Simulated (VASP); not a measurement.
# Co (Cmcm) in VASP: further runs

Co is run at these levels: PBEsol; tasks: single point.

All numbers are computed with VASP 6.6.1; they aren't measurements. Logs are shortened: lines on timing, memory, paths and dates and some standing lists are left out, and cuts for length are marked.

## Step 1: The cell of the first run

The structure is orthorhombic, space group Cmcm (No. 63). The conventional cell has a = 2.442 Å, b = 7.488 Å, c = 2.462 Å, α = 90.00°, β = 90.00°, γ = 90.00°. Co (site symmetry m2m) has 10 Co at 2.38 to 2.46 Å within 3.1 Å.

## Step 2: Single point, PBEsol (11.25 Å³/atom)

The input, INCAR:

```
PREC = Accurate
ENCUT = 520
EDIFF = 1E-6
ISMEAR = -1
SIGMA = 0.1
LREAL = False
LASPH = True
NELM = 100
ALGO = Normal
ISIF = 2
LWAVE = False
LCHARG = True
GGA = PS
LELF = True
LVHAR = True
NBANDS = 16
```

The input, KPOINTS:

```
Automatic mesh
0
Gamma
  21 21 15
```

The input, POSCAR:

```
Co
1.0
   -2.8306200317      2.4643491344      1.1930980348
    2.4643491344     -2.8306200317      1.1930980348
    2.0672475446      2.0672475446     -1.8639238541
Co
2
Direct
    0.9889355944      0.0110644056      1.0000000000
    0.7610644056      0.2389355944      0.5000000000
```

Potentials or basis: VASP PAW PBE potentials, release 64 (Co).

Run with:

```
cat potpaw_PBE.64/Co/POTCAR > POTCAR
mpirun -np 1 vasp_std > vasp.out
```

OUTCAR:

```text
PREC = Accurate
   ENCUT = 520
   EDIFF = 1E-6
   ISMEAR = -1
   LREAL = False
   LASPH = True
   NELM = 100
   ISIF = 2
   GGA = PS

 ion  position               nearest neighbor table
   1  0.989  0.011  0.000-   2 2.38   2 2.38   2 2.43   2 2.43   2 2.43   2 2.43
   2  0.761  0.239  0.500-   1 2.38   1 2.38   1 2.43   1 2.43   1 2.43   1 2.43

  Warning from LATTYP: Got some problem with cell dimensions!
  Tried to take original basis but could not verify dimensions!
  LATTYP: Found a base centered monoclinic cell.
 ALAT       =     2.4417699365
 B/A-ratio  =     3.0667169314
 C/A-ratio  =     1.0081159282
 COS(beta)  =    -0.0000345092

  Lattice vectors:

 A1 = (   2.8306200317,  -2.4643491344,  -1.1930980348)
 A2 = (  -2.4643491344,   2.8306200317,  -1.1930980348)
 A3 = (   1.7009766473,   1.7009766473,   0.5222722155)

Analysis of symmetry for initial positions (statically):
=====================================================================
 Subroutine PRICEL returns:
 Original cell was already a primitive cell.

 Routine SETGRP: Setting up the symmetry group for a
 base centered monoclinic supercell.

 Subroutine GETGRP returns: Found  4 space group operations
 (whereof  2 operations were pure point group operations)
 out of a pool of  4 trial point group operations.

The static configuration has the point symmetry C_2 .
 The point group associated with its full space group is C_2h.

Analysis of symmetry for dynamics (positions and initial velocities):
=====================================================================
 Subroutine PRICEL returns:
 Original cell was already a primitive cell.

 Routine SETGRP: Setting up the symmetry group for a
 base centered monoclinic supercell.

 Subroutine GETGRP returns: Found  4 space group operations
 (whereof  2 operations were pure point group operations)
 out of a pool of  4 trial point group operations.

The dynamic configuration has the point symmetry C_2 .
 The point group associated with its full space group is C_2h.

 Subroutine INISYM returns: Found  4 space group operations
 (whereof  2 operations are pure point group operations),
 and found     1 'primitive' translations

----------------------------------------------------------------------------------------

                                     Primitive cell
[... 82 lines left out ...]
   PREC   = accura    normal or accurate (medium, high low for compatibility)
   ISTART =      0    job   : 0-new  1-cont  2-samecut
   ICHARG =      2    charge: 1-file 2-atom 10-const
   ISPIN  =      1    spin polarized calculation?
   LNONCOLLINEAR =      F non collinear calculations
   LSORBIT =      F    spin-orbit coupling
   LASPH  =      T    aspherical Exc in radial PAW
   ENCUT  =  520.0 eV  38.22 Ry    6.18 a.u.   7.32  7.32  6.45*2*pi/ulx,y,z
   NELM   =    100;   NELMIN=  2; NELMDL= -5     # of ELM steps
   EDIFF  = 0.1E-05   stopping-criterion for ELM
   LREAL  =      F    real-space projection
   EDIFFG = 0.1E-04   stopping-criterion for IOM
   NSW    =      0    number of steps for IOM
   IBRION =     -1    ionic relax: 0-MD 1-quasi-New 2-CG
   NFREE  =      0    steps in history (QN), initial steepest desc. (CG)
   ISIF   =      2    stress and relaxation
   ISYM   =      2    0-nonsym 1-usesym 2-fastsym
   POTIM  = 0.5000    time-step for ionic-motion
   TEBEG  =    0.0;   TEEND  =   0.0 temperature during run
   PSTRESS=    0.0 pullay stress
   NELECT =      18.0000    total number of electrons
   NUPDOWN=      -1.0000    fix difference up-down
   EMIN   =  10.00;   EMAX   =-10.00  energy-range for DOS
   EFERMI =   0.00;   METHOD = LEGACY
   ISMEAR =    -1;   SIGMA  =   0.10  broadening in eV -4-tet -1-fermi 0-gaus
   EFERMI_NEDOS =   21; number of points for ismear=-14 and -15
   IALGO  =     38    algorithm
   IMIX   =      4    mixing-type and parameters
     AMIX     =   0.40;   BMIX     =  1.00
     AMIX_MAG =   1.60;   BMIX_MAG =  1.00
  volume/ion in A,a.u.               =      11.25        75.93
  Fermi-wavevector in a.u.,A,eV,Ry     =   1.519648  2.871717 31.420323  2.309329
  Thomas-Fermi vector in A             =   2.628605
   LORBIT       =      0    0 simple, 1 ext, 2 COOP (PROOUT), +10 PAW based schemes
   GGA     = PS    functional components
   LHFCALC =     F    Hartree Fock is set to
   AEXX    =    0.0000 exact exchange contribution
   IVDW    =     0    specifies the selected vdW correction
   LEPSILON=     F    determine dielectric tensor
   LRPA    =     F    only Hartree local field effects (RPA)
 non-spin polarized calculation
  energy-cutoff  :      520.00
  volume of cell :       22.50
 maximum number of plane-waves:       629
 NGX is ok and might be reduce to    30
   NGX = 15   NGY = 15   NGZ = 13

 number of electron      18.0000002 magnetization

 Free energy of the ion-electron system (eV)
  ---------------------------------------------------
  ext. energy  EPLUGINS =         0.00000000
  ---------------------------------------------------
  free energy    TOTEN  =       -14.64977606 eV

  energy without entropy =      -14.48660409  energy(sigma->0) =      -14.56819008

 E-fermi :   9.4331     XC(G=0): -13.3328

 val. band max:        9.4331190867   @ k =  -0.1905  -0.2857   0.1333
 cond. band min:       9.4332887680   @ k =  -0.2381   0.4286   0.1333
 fundamental gap:      0.0001696814
 Fermi energy:         9.4331296550

 k-point     1 :       0.0000    0.0000    0.0000
  band No.  band energies     occupation
      1       0.8547      2.00000
      2       5.0161      2.00000
      3       6.0851      2.00000
      4       6.9399      2.00000
      5       7.4880      2.00000
      6       8.3240      1.99997
[... 433 lines left out ...]
      3       6.0600      2.00000
      4       6.5155      2.00000
      5       7.8037      2.00000
      6       7.9943      2.00000
[... 8 lines left out ...]
     15      22.8372      0.00000
     16      24.8318      0.00000

 [... further k-points ...]
[... 5 lines left out ...]
  --------------------------------------------------------------------------------------
  -------------------------------------------------------------------------------------
  Total       -2.4929861     -2.4929861     -2.2281922      0.0277357     -0.0386193     -0.0386193
  in kB     -177.4851563   -177.4851563   -158.6334703      1.9746114     -2.7494553     -2.7494572
  external PRESSURE =    -171.2012610 kB  Pullay stress =       0.0000000 kB

 VOLUME and BASIS-vectors are now :
 -----------------------------------------------------------------------------
  energy-cutoff  :      520.00
  volume of cell :       22.50
      direct lattice vectors                 reciprocal lattice vectors
    -2.830620032  2.464349134  1.193098035     0.124847808  0.313706320  0.486393230
     2.464349134 -2.830620032  1.193098035     0.313706320  0.124847808  0.486393230
     2.067247545  2.067247545 -1.863923854     0.280718586  0.280718586  0.086178206

 POSITION                                       TOTAL-FORCE (eV/Angst)
 -----------------------------------------------------------------------------------
     -2.77203      2.40576      1.19310         0.117056     -0.117056     -0.000000
     -0.53184      2.23282      0.26114        -0.117056      0.117056      0.000000
 -----------------------------------------------------------------------------------
    total drift:                                0.000000      0.000000     -0.000000

  FREE ENERGIE OF THE ION-ELECTRON SYSTEM (eV)
  ---------------------------------------------------
  free  energy   TOTEN  =       -14.6497760640 eV

  energy  without entropy=      -14.4866040897  energy(sigma->0) =      -14.56819008
```

Wall time 22 min (1 thread of Intel Xeon Platinum 8259CL at 2.50GHz (Skylake/Cascade Lake), shared host); peak memory 0.63 GiB.

Results:

```
Free energy            : -14.6498 eV
Pressure               : -17.1 GPa
Largest force          : 0.166 eV/Å
Band gap on the k mesh : zero (bands 9 and 10 overlap by 1.20 eV)
```

Forces on the atoms (eV/Å):
```
Co   0.117 -0.117  0.000
Co  -0.117  0.117  0.000
```

Levels at points of the mesh, in eV from the Fermi level:
```tsv
k point	band 5	band 6	band 7	band 8	band 9	band 10	band 11	band 12	band 13	band 14
(0.00, 0.00, 0.00)	-1.95	-1.11	-0.94	-0.40	-0.13	0.19	0.64	1.80	8.46	15.88
```

Caveat: the cell stands under tension; the PAW data sets were made with another functional, which shifts forces and pressure a little; the run has no spin polarisation, though such a crystal can be magnetic. Spin polarisation is off, so any magnetic state and its effect on volume and gap are missing.

## Step 3: Single point, PBEsol

This run uses another cell than the first one, of 10.42 Å³/atom.

The input, INCAR:

```
ALGO = Normal
EDIFF = 1E-6
ENCUT = 520
GGA = PS
ISIF = 2
ISMEAR = -1
ISYM = 0
LASPH = True
LCHARG = False
LREAL = False
LWAVE = False
NBANDS = 16
NELM = 60
PREC = Accurate
SIGMA = 0.1
```

The input, KPOINTS:

```
k-points
0
Gamma
  15 15 10
```

The input, POSCAR:

```
Co
1.0
   -2.7589277276      2.4019335274      1.1628799391
    2.4019335274     -2.7589277276      1.1628799391
    2.0148894965      2.0148894965     -1.8167154707
Co
2
Direct
    0.9889355944      0.0110644056      1.0000000000
    0.7610644056      0.2389355944      0.5000000000
```

Potentials or basis: VASP PAW PBE potentials, release 64 (Co).

Run with:

```
cat potpaw_PBE.64/Co/POTCAR > POTCAR
mpirun -np 1 vasp_std > vasp.out
```

Run time: 10 min. Hardware: 1 thread of Oxide Virtual Turin-like, shared host; peak memory 0.4 GiB.

It converged, with:

| Quantity | Value |
| --- | --- |
| Free energy | -14.7500 eV |
| Pressure | -1.0 GPa |
| Largest force | 0.005 eV/Å |
| Band gap on the k mesh | zero (bands 9 and 10 overlap by 1.31 eV) |

Forces in eV/Å, atoms in the order of the input:
```
Co  -0.004  0.004  0.000
Co   0.004 -0.004  0.000
```

Stress tensor (GPa, compression positive):
```
-0.99  0.06  0.01
 0.06 -0.99  0.01
 0.01  0.01 -1.09
```

Levels at points of the mesh, in eV from the Fermi level:
```
           k point  band 6  band 7  band 8  band 9  band 10  band 11  band 12  band 13
(0.00, 0.00, 0.00)   -1.24   -1.05   -0.45   -0.14     0.21     0.73     1.84     9.13
(0.00, 0.00, 0.50)   -2.01   -1.74   -1.74    0.28     0.28     2.18     2.18    11.33
```

Caveat: the PAW data sets were made with another functional, which shifts forces and pressure a little; the run has no spin polarisation, though such a crystal can be magnetic. Spin polarisation is off, so any magnetic state and its effect on volume and gap are missing.

## Step 4: Single point, PBEsol (9.17 Å³/atom)

This run uses another cell than the first one, of 9.17 Å³/atom.

The input, INCAR:

```
SYSTEM = Co
  PREC = Accurate
  ENCUT = 520
  EDIFF = 1E-6
  ISMEAR = -1
  SIGMA = 0.1
  LREAL = .False.
  LASPH = .True.
  NELM = 60
  ALGO = Normal
  ISIF = 2
  LWAVE = .False.
  LCHARG = .False.
  GGA = PS
  NBANDS = 16
```

The input, KPOINTS:

```
regular mesh
0
Gamma
  21 21 15
  0 0 0
```

The input, POSCAR:

```
Co
1.0
   -2.6438362197      2.3017343997      1.1143692063
    2.3017343997     -2.6438362197      1.1143692063
    1.9308363087      1.9308363087     -1.7409293162
Co
2
Direct
    0.9889355944      0.0110644056      1.0000000000
    0.7610644056      0.2389355944      0.5000000000
```

Run with:

```
cat potpaw_PBE.64/Co/POTCAR > POTCAR
mpirun -np 1 vasp_std > vasp.out
```

It took 10 min on 1 thread of Oxide Virtual Turin-like, shared host; peak memory 0.49 GiB.

The run converged. Its results:

```
Free energy            : -14.4640 eV
Pressure               : 42.8 GPa
Largest force          : 0.411 eV/Å
Band gap on the k mesh : zero (bands 9 and 10 overlap by 1.65 eV)
```

Forces on the atoms (eV/Å):
```
Co  -0.291  0.291  0.000
Co   0.291 -0.291  0.000
```

Stress tensor (GPa, compression positive):
```
44.60 -0.19  0.83
-0.19 44.60  0.83
 0.83  0.83 39.22
```

Levels at points of the mesh, in eV from the Fermi level:
```
           k point  band 5  band 6  band 7  band 8  band 9  band 10  band 11  band 12  band 13  band 14
(0.00, 0.00, 0.00)   -2.62   -1.49   -1.27   -0.56   -0.17     0.25     0.88     1.93    10.35    18.06
```

Caveat: the stress differs along the axes, from 39 to 45 GPa; the PAW data sets were made with another functional, which shifts forces and pressure a little; the run has no spin polarisation, though such a crystal can be magnetic. Spin polarisation is off, so any magnetic state and its effect on volume and gap are missing.

## Step 5: Overview

```csv
cell,k mesh,gap on the mesh (eV),pressure (GPa),largest force (eV/Å)
"a = 3.938, b = 3.938, c = 3.467 Å, angles 102.6, 102.6, 143.9°, 2 atoms",21 × 21 × 15,none,-17.1,0.17
"a = 3.838, b = 3.838, c = 3.379 Å, angles 102.6, 102.6, 143.9°, 2 atoms",15 × 15 × 10,none,-1.0,0.01
"a = 3.678, b = 3.678, c = 3.238 Å, angles 102.6, 102.6, 143.9°, 2 atoms",21 × 21 × 15,none,42.8,0.41
```

Alike in all rows: task single point; level PBEsol; potentials or basis VASP PAW PBE potentials, release 64 (Co); no spin polarisation; cutoff (eV) 520; smearing fermi-dirac 0.1 eV.

Caveats: the PAW data sets were made with another functional, which shifts forces and pressure a little; the run has no spin polarisation, though such a crystal can be magnetic; the cell stands under tension (at least some runs); the stress differs along the axes, from 39 to 45 GPa (at least some runs).

Absolute energies hang on the potentials; compare differences alone.
